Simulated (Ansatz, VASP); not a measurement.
**LaSb: VASP beside Ansatz**

```
CELL_PARAMETERS angstrom
0.00000 3.22322 3.22322
3.22322 0.00000 3.22322
3.22322 3.22322 0.00000
ATOMIC_POSITIONS crystal
La 0.00000 0.00000 0.00000
Sb 0.50000 0.50000 0.50000
```

Change from the starting cell: volume scaled by 0.98.

Alike in both runs: task single point; functional PBEsol; k mesh 10 × 10 × 10; occupations fermi-dirac, width 0.05 eV; no spin polarisation.

|  | VASP | Ansatz |
| --- | --- | --- |
| version | VASP 6.6.1 | Ansatz 0.2.0 |
| potentials or method | VASP PAW PBE potentials, release 64 (La, Sb), cutoff 520 eV | all-electron LAPW, scalar-relativistic |

Ansatz gave:

| Item | Value |
| --- | --- |
| pressure (GPa) | 0.2 |

Question: What did VASP give for the same quantities?

Answer: Pressure (GPa): 0.1.

VASP's potentials were made for PBE, not for PBEsol. Ansatz ran all-electron here, and VASP with PAW potentials.

Spin-orbit coupling is off throughout.
